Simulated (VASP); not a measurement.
# Rb (Im-3m) in VASP: further runs

Runs on Rb. Level: r2SCAN. Tasks: single point.

Everything below comes from runs of VASP 6.6.1. Logs are shortened: lines on timing, memory, paths and dates and some standing lists are left out, and cuts for length are marked.

## 1. The cell of the first run

The structure is cubic, space group Im-3m (No. 229). Conventional cell: a = 5.735 Å, b = 5.735 Å, c = 5.735 Å, α = 90.00°, β = 90.00°, γ = 90.00°.

## 2. Single point, r2SCAN

POSCAR

```
Rb
1.0
   -2.8677202310      2.8677202310      2.8677202310
    2.8677202310     -2.8677202310      2.8677202310
    2.8677202310      2.8677202310     -2.8677202310
Rb
1
Direct
    0.0000000000      0.0000000000      0.0000000000
```

INCAR.step1

```
  PREC = Accurate
  ENCUT = 520
  ISMEAR = -1
  SIGMA = 0.1
  LREAL = False
  LASPH = True
  NELM = 80
  NBANDS = 10
  GGA = PE
  ALGO = Normal
  EDIFF = 1E-4
  LWAVE = True
  LCHARG = False
```

INCAR.step2

```
  PREC = Accurate
  ENCUT = 520
  EDIFF = 1E-6
  ISMEAR = -1
  SIGMA = 0.1
  LREAL = False
  LASPH = True
  NELM = 80
  ALGO = Normal
  ISIF = 2
  LWAVE = False
  LCHARG = False
  METAGGA = R2SCAN
  LMIXTAU = True
  NBANDS = 10
  ISTART = 1
```

KPOINTS

```
Automatic mesh
0
Gamma
  1 1 1
```

Potentials or basis: VASP PAW PBE potentials, release 64 (Rb_sv).

Run with:

```console
cat potpaw_PBE.64/Rb_sv/POTCAR > POTCAR
cp INCAR.step1 INCAR
mpirun -np 1 vasp_gam > vasp.out
cp INCAR.step2 INCAR
mpirun -np 1 vasp_gam > vasp.out
```

OUTCAR:

```text
PREC = Accurate
   ENCUT = 520
   EDIFF = 1E-6
   ISMEAR = -1
   LREAL = False
   LASPH = True
   NELM = 80
   ISIF = 2
   METAGGA = R2SCAN
   ISTART = 1

 ion  position               nearest neighbor table
   1  0.000  0.000  0.000-

  LATTYP: Found a body centered cubic cell.
 ALAT       =     5.7354404620

  Lattice vectors:

 A1 = (  -2.8677202310,   2.8677202310,   2.8677202310)
 A2 = (   2.8677202310,  -2.8677202310,   2.8677202310)
 A3 = (   2.8677202310,   2.8677202310,  -2.8677202310)

Analysis of symmetry for initial positions (statically):
=====================================================================
 Subroutine PRICEL returns:
 Original cell was already a primitive cell.

 Routine SETGRP: Setting up the symmetry group for a
 body centered cubic supercell.

 Subroutine GETGRP returns: Found 48 space group operations
 (whereof 48 operations were pure point group operations)
 out of a pool of 48 trial point group operations.

The static configuration has the point symmetry O_h .

Analysis of symmetry for dynamics (positions and initial velocities):
=====================================================================
 Subroutine PRICEL returns:
 Original cell was already a primitive cell.

 Routine SETGRP: Setting up the symmetry group for a
 body centered cubic supercell.

 Subroutine GETGRP returns: Found 48 space group operations
 (whereof 48 operations were pure point group operations)
 out of a pool of 48 trial point group operations.

The dynamic configuration has the point symmetry O_h .

 Subroutine INISYM returns: Found 48 space group operations
 (whereof 48 operations are pure point group operations),
 and found     1 'primitive' translations

----------------------------------------------------------------------------------------

                                     Primitive cell

  volume of cell :      94.3345

  direct lattice vectors                    reciprocal lattice vectors
    -2.867720231  2.867720231  2.867720231     0.000000000  0.174354525  0.174354525
     2.867720231 -2.867720231  2.867720231     0.174354525  0.000000000  0.174354525
     2.867720231  2.867720231 -2.867720231     0.174354525  0.174354525  0.000000000

  length of vectors
     4.967037142  4.967037142  4.967037142     0.246574535  0.246574535  0.246574535

  position of ions in fractional coordinates (direct lattice)
     0.000000000  0.000000000  0.000000000

  ion indices of the primitive-cell ions
   primitive index   ion index
                 1           1

----------------------------------------------------------------------------------------

 KPOINTS: Automatic mesh

Automatic generation of k-mesh.
 Grid dimensions read from file:
 generate k-points for:    1    1    1

 Generating k-lattice:

  Cartesian coordinates                     Fractional coordinates (reciprocal lattice)
     0.000000000  0.174354525  0.174354525     1.000000000  0.000000000  0.000000000
     0.174354525  0.000000000  0.174354525     0.000000000  1.000000000  0.000000000
     0.174354525  0.174354525  0.000000000     0.000000000  0.000000000  1.000000000

  Length of vectors
     0.246574535  0.246574535  0.246574535

  Shift w.r.t. Gamma in fractional coordinates (k-lattice)
     0.000000000  0.000000000  0.000000000

 Subroutine IBZKPT returns following result:
 ===========================================

 Found      1 irreducible k-points:

 Following reciprocal coordinates:
            Coordinates               Weight
  0.000000  0.000000  0.000000      1.000000
   k-points           NKPTS =      1   k-points in BZ     NKDIM =      1   number of bands    NBANDS=     10
   number of dos      NEDOS =    301   number of ions     NIONS =      1
   total plane-waves  NPLWV =  64000
   dimension x,y,z NGX =    40 NGY =   40 NGZ =   40
   dimension x,y,z NGXF=    80 NGYF=   80 NGZF=   80
   ions per type =               1
   NGX,Y,Z   is equivalent  to a cutoff of  13.39, 13.39, 13.39 a.u.
   NGXF,Y,Z  is equivalent  to a cutoff of  26.78, 26.78, 26.78 a.u.
 SYSTEM =  unknown system
   PREC   = accura    normal or accurate (medium, high low for compatibility)
   ISTART =      1    job   : 0-new  1-cont  2-samecut
   ICHARG =      0    charge: 1-file 2-atom 10-const
   ISPIN  =      1    spin polarized calculation?
   LNONCOLLINEAR =      F non collinear calculations
   LSORBIT =      F    spin-orbit coupling
   LASPH  =      T    aspherical Exc in radial PAW
   ENCUT  =  520.0 eV  38.22 Ry    6.18 a.u.   9.24  9.24  9.24*2*pi/ulx,y,z
   NELM   =     80;   NELMIN=  2; NELMDL=  0     # of ELM steps
   EDIFF  = 0.1E-05   stopping-criterion for ELM
   LREAL  =      F    real-space projection
   EDIFFG = 0.1E-04   stopping-criterion for IOM
   NSW    =      0    number of steps for IOM
   IBRION =     -1    ionic relax: 0-MD 1-quasi-New 2-CG
   NFREE  =      0    steps in history (QN), initial steepest desc. (CG)
   ISIF   =      2    stress and relaxation
   ISYM   =      2    0-nonsym 1-usesym 2-fastsym
   POTIM  = 0.5000    time-step for ionic-motion
   TEBEG  =    0.0;   TEEND  =   0.0 temperature during run
   PSTRESS=    0.0 pullay stress
   NELECT =       9.0000    total number of electrons
   NUPDOWN=      -1.0000    fix difference up-down
   EMIN   =  10.00;   EMAX   =-10.00  energy-range for DOS
   EFERMI =   0.00;   METHOD = LEGACY
   ISMEAR =    -1;   SIGMA  =   0.10  broadening in eV -4-tet -1-fermi 0-gaus
   EFERMI_NEDOS =   21; number of points for ismear=-14 and -15
   IALGO  =     38    algorithm
   IMIX   =      4    mixing-type and parameters
     AMIX     =   0.40;   BMIX     =  1.00
     AMIX_MAG =   1.60;   BMIX_MAG =  1.00
  volume/ion in A,a.u.               =      94.33       636.60
  Fermi-wavevector in a.u.,A,eV,Ry     =   0.748053  1.413615  7.613588  0.559583
  Thomas-Fermi vector in A             =   1.844251
   LORBIT       =      0    0 simple, 1 ext, 2 COOP (PROOUT), +10 PAW based schemes
   METAGGA = R2SCAN    functional components
   LHFCALC =     F    Hartree Fock is set to
   AEXX    =    0.0000 exact exchange contribution
   IVDW    =     0    specifies the selected vdW correction
   LEPSILON=     F    determine dielectric tensor
   LRPA    =     F    only Hartree local field effects (RPA)
 non-spin polarized calculation
  energy-cutoff  :      520.00
  volume of cell :       94.33
 maximum number of plane-waves:      1246
 NGX is ok and might be reduce to    40
   NGX = 19   NGY = 19   NGZ = 19

 number of electron       9.0000000 magnetization

 Free energy of the ion-electron system (eV)
  ---------------------------------------------------
  ext. energy  EPLUGINS =         0.00000000
  ---------------------------------------------------
  free energy    TOTEN  =       -15.11844367 eV

  energy without entropy =      -14.97981424  energy(sigma->0) =      -15.04912896

 E-fermi :  -2.0139     XC(G=0):  -5.5947

 val. band max:      -13.4936876415   @ k =   0.0000   0.0000   0.0000
 cond. band min:      -2.0139435084   @ k =   0.0000   0.0000   0.0000
 fundamental gap:     11.4797441331
 Fermi energy:        -2.0139435085

 k-point     1 :       0.0000    0.0000    0.0000
  band No.  band energies     occupation
      1     -29.9860      2.00000
      2     -13.4937      2.00000
      3     -13.4937      2.00000
      4     -13.4937      2.00000
      5      -2.0139      1.00000
      6       4.0234      0.00000
      7       4.0234      0.00000
      8       4.0234      0.00000
      9       4.9431      0.00000
     10       4.9431      0.00000

------------------------ aborting loop because EDIFF is reached ----------------------------------------

  FORCE on cell =-STRESS in cart. coord.  units (eV):
  Direction    XX          YY          ZZ          XY          YZ          ZX
  --------------------------------------------------------------------------------------
  -------------------------------------------------------------------------------------
  Total       -0.1956823     -0.1956823     -0.1956823     -0.0000000     -0.0000000      0.0000000
  in kB       -3.3234697     -3.3234697     -3.3234697     -0.0000000     -0.0000000      0.0000000
  external PRESSURE =      -3.3234697 kB  Pullay stress =       0.0000000 kB

 VOLUME and BASIS-vectors are now :
 -----------------------------------------------------------------------------
  energy-cutoff  :      520.00
  volume of cell :       94.33
      direct lattice vectors                 reciprocal lattice vectors
    -2.867720231  2.867720231  2.867720231     0.000000000  0.174354525  0.174354525
     2.867720231 -2.867720231  2.867720231     0.174354525  0.000000000  0.174354525
     2.867720231  2.867720231 -2.867720231     0.174354525  0.174354525  0.000000000

 POSITION                                       TOTAL-FORCE (eV/Angst)
 -----------------------------------------------------------------------------------
      0.00000      0.00000      0.00000        -0.000000      0.000000      0.000000
 -----------------------------------------------------------------------------------
    total drift:                                0.000000      0.000000     -0.000000

  FREE ENERGIE OF THE ION-ELECTRON SYSTEM (eV)
  ---------------------------------------------------
  free  energy   TOTEN  =       -15.1184436737 eV

  energy  without entropy=      -14.9798142376  energy(sigma->0) =      -15.04912896
```

It took 32 s on 1 thread of Intel Xeon 8259CL, shared host; peak memory 0.24 GiB.

The run converged, but its numbers aren't listed here, since they failed a check.

Caveat: the k points lie up to 1.55 Å⁻¹ apart, too coarse for converged energies, forces and pressures; the mesh shows a gap though the element is a metal; the PAW data sets were made with another functional, which shifts forces and pressure a little.

## 3. Single point, r2SCAN

POSCAR is that of step 2.

INCAR.step1

```
PREC     = Accurate       # precision mode
ENCUT    = 520            # plane-wave cutoff, eV
ISMEAR   = -1             # smearing method
SIGMA    = 0.1            # smearing width, eV
LREAL    = F              # projectors in reciprocal space
LASPH    = T              # aspherical terms in the spheres
NELM     = 60             # most SCF steps
NBANDS   = 10             # bands
GGA      = PE             # functional
ALGO     = Normal         # electronic algorithm
EDIFF    = 1E-4           # SCF threshold, eV
LWAVE    = T              # write WAVECAR
LCHARG   = F              # write CHGCAR
```

INCAR.step2

```
PREC     = Accurate       # precision mode
ENCUT    = 520            # plane-wave cutoff, eV
EDIFF    = 1E-6           # SCF threshold, eV
ISMEAR   = -1             # smearing method
SIGMA    = 0.1            # smearing width, eV
LREAL    = F              # projectors in reciprocal space
LASPH    = T              # aspherical terms in the spheres
NELM     = 60             # most SCF steps
ALGO     = Normal         # electronic algorithm
ISIF     = 2              # what is computed and relaxed
LWAVE    = F              # write WAVECAR
LCHARG   = F              # write CHGCAR
METAGGA  = R2SCAN         # meta-GGA
LMIXTAU  = T            
NBANDS   = 10             # bands
ISTART   = 1
```

KPOINTS

```
Automatic mesh
0
Gamma
  2 2 2
```

Potentials or basis: VASP PAW PBE potentials, release 64 (Rb_sv).

Run with:

```console
cat potpaw_PBE.64/Rb_sv/POTCAR > POTCAR
cp INCAR.step1 INCAR
mpirun -np 1 vasp_std > vasp.out
cp INCAR.step2 INCAR
mpirun -np 1 vasp_std > vasp.out
```

Wall time 43 s (1 thread of Intel Xeon 8259CL, shared host); peak memory 0.24 GiB.

Results (log left out):

| Quantity | Value |
| --- | --- |
| Free energy | -13.5186 eV |
| Pressure | -0.1 GPa |
| Band gap on the k mesh | zero (an odd number of electrons rules out a gap without spin polarisation) |

Levels at points of the mesh, in eV from the Fermi level:
| k point | band 2 | band 3 | band 4 | band 5 | band 6 | band 7 |
| --- | --- | --- | --- | --- | --- | --- |
| (0.00, 0.00, 0.00) | -13.94 | -13.94 | -13.94 | -2.29 | 3.58 | 3.58 |
| (0.50, 0.00, 0.00) | -14.03 | -13.97 | -13.94 | 0.01 | 0.42 | 2.41 |
| (0.50, 0.50, 0.50) | -14.00 | -14.00 | -14.00 | 1.04 | 1.04 | 2.97 |

Caveat: the k points lie up to 0.77 Å⁻¹ apart, too coarse for converged energies and pressures of a metal; the PAW data sets were made with another functional, which shifts forces and pressure a little.

## 4. Single point, r2SCAN

POSCAR is that of step 3.

INCAR.step1

```
SYSTEM = Rb
PREC = Accurate
ENCUT = 520
ISMEAR = -1
SIGMA = 0.1
LREAL = .False.
LASPH = .True.
NELM = 100
NBANDS = 10
GGA = PE
ALGO = Normal
EDIFF = 1E-4
LWAVE = .True.
LCHARG = .False.
```

INCAR.step2

```
SYSTEM = Rb
PREC = Accurate
ENCUT = 520
EDIFF = 1E-6
ISMEAR = -1
SIGMA = 0.1
LREAL = .False.
LASPH = .True.
NELM = 100
ALGO = Normal
ISIF = 2
LWAVE = .False.
LCHARG = .False.
METAGGA = R2SCAN
LMIXTAU = .True.
NBANDS = 10
ISTART = 1
```

KPOINTS

```
Automatic mesh
0
Gamma
  3 3 3
  0 0 0
```

Run with:

```console
cat potpaw_PBE.64/Rb_sv/POTCAR > POTCAR
cp INCAR.step1 INCAR
mpirun -np 1 vasp_std > vasp.out
cp INCAR.step2 INCAR
mpirun -np 1 vasp_std > vasp.out
```

Run time: 65 s. Hardware: 1 thread of Intel Xeon 8259CL, shared host; peak memory 0.25 GiB.

Results (log left out):

```
Free energy            : -14.0156 eV
Pressure               : -0.1 GPa
Band gap on the k mesh : zero (an odd number of electrons rules out a gap without spin polarisation)
```

Levels at points of the mesh, in eV from the Fermi level:
```csv
k point,band 1,band 2,band 3,band 4,band 5,band 6,band 7,band 8
"(0.00, 0.00, 0.00)",-30.12,-13.61,-13.61,-13.61,-2.07,4.05,4.05,4.05
```

Caveat: the k points lie up to 0.52 Å⁻¹ apart, too coarse for converged energies and pressures of a metal; the PAW data sets were made with another functional, which shifts forces and pressure a little.

## 5. Single point, r2SCAN

POSCAR is that of step 4.

INCAR.step1

```
SYSTEM = Rb
  ALGO = Normal
  EDIFF = 1E-4
  ENCUT = 520
  GGA = PE
  ISMEAR = -1
  LASPH = .True.
  LCHARG = .False.
  LREAL = .False.
  LWAVE = .True.
  NBANDS = 10
  NELM = 100
  PREC = Accurate
  SIGMA = 0.1
```

INCAR.step2

```
SYSTEM = Rb
  ALGO = Normal
  EDIFF = 1E-7
  ENCUT = 520
  ISIF = 2
  ISMEAR = -1
  ISTART = 1
  LASPH = .True.
  LCHARG = .True.
  LELF = .True.
  LMIXTAU = .True.
  LREAL = .False.
  LVHAR = .True.
  LWAVE = .False.
  METAGGA = R2SCAN
  NBANDS = 10
  NELM = 100
  PREC = Accurate
  SIGMA = 0.1
```

KPOINTS

```
k-points
0
Gamma
  4 4 4
  0 0 0
```

Run with:

```console
cat potpaw_PBE.64/Rb_sv/POTCAR > POTCAR
cp INCAR.step1 INCAR
mpirun -np 1 vasp_std > vasp.out
cp INCAR.step2 INCAR
mpirun -np 1 vasp_std > vasp.out
```

Wall time 1.8 min (1 thread of Intel Xeon 8259CL, shared host); peak memory 0.25 GiB.

It converged, with:

```yaml
Free_energy: -13.8967 eV
Pressure: 0.1 GPa
Band_gap_on_the_k_mesh: zero (an odd number of electrons rules out a gap without spin polarisation)
```

Levels at points of the mesh, in eV from the Fermi level:
```
           k point  band 1  band 2  band 3  band 4  band 5  band 6  band 7  band 8
(0.00, 0.00, 0.00)  -30.09  -13.58  -13.58  -13.58   -2.04    4.09    4.09    4.09
(0.50, 0.00, 0.00)  -30.09  -13.67  -13.61  -13.58    0.37    0.70    2.87    4.73
(0.50, 0.50, 0.50)  -30.08  -13.64  -13.64  -13.64    1.34    1.34    3.44    3.44
```

Caveat: the k points lie up to 0.39 Å⁻¹ apart, too coarse for converged energies and pressures of a metal; the PAW data sets were made with another functional, which shifts forces and pressure a little.

## 6. Single point, r2SCAN

POSCAR is that of step 5.

INCAR.step1

```
PREC = Accurate
ENCUT = 520
ISMEAR = -1
SIGMA = 0.1
LREAL = F
LASPH = T
NELM = 60
NBANDS = 10
GGA = PE
ALGO = Normal
EDIFF = 1E-4
LWAVE = T
LCHARG = F
```

INCAR.step2

```
PREC = Accurate
ENCUT = 520
EDIFF = 1E-7
ISMEAR = -1
SIGMA = 0.1
LREAL = F
LASPH = T
NELM = 60
ALGO = Normal
ISIF = 2
LWAVE = F
LCHARG = T
METAGGA = R2SCAN
LMIXTAU = T
LELF = T
LVHAR = T
NBANDS = 10
ISTART = 1
```

KPOINTS

```
Automatic mesh
0
Gamma
  5 5 5
```

Potentials or basis: VASP PAW PBE potentials, release 64 (Rb_sv).

Run with:

```console
cat potpaw_PBE.64/Rb_sv/POTCAR > POTCAR
cp INCAR.step1 INCAR
mpirun -np 1 vasp_std > vasp.out
cp INCAR.step2 INCAR
mpirun -np 1 vasp_std > vasp.out
```

It took 2.2 min on 1 thread of Intel Xeon 8259CL, shared host; peak memory 0.25 GiB.

Results (log left out):

| Item | Value |
| --- | --- |
| Free energy | -13.9392 eV |
| Pressure | 0.0 GPa |
| Band gap on the k mesh | zero (an odd number of electrons rules out a gap without spin polarisation) |

Levels at points of the mesh, in eV from the Fermi level:
```tsv
k point	band 2	band 3	band 4	band 5	band 6	band 7
(0.00, 0.00, 0.00)	-13.60	-13.60	-13.60	-2.05	4.07	4.07
```

Caveat: the PAW data sets were made with another functional, which shifts forces and pressure a little.

## 7. Overview

```tsv
k mesh	gap on the mesh (eV)	pressure (GPa)
2 × 2 × 2	none	-0.1
3 × 3 × 3	none	-0.1
4 × 4 × 4	none	0.1
5 × 5 × 5	none	0.0
```

Alike in all rows: task single point; level r2SCAN; potentials or basis VASP PAW PBE potentials, release 64 (Rb_sv); no spin polarisation; cell as given; cutoff (eV) 520; smearing fermi-dirac 0.1 eV.

Caveats: some runs use coarse meshes; the PAW data sets were made with another functional, which shifts forces and pressure a little.

Total energies depend on the potentials used, so only differences within one code and one set of settings carry meaning.

The gap in the log of VASP goes by the Fermi energy; the results here count the filled bands.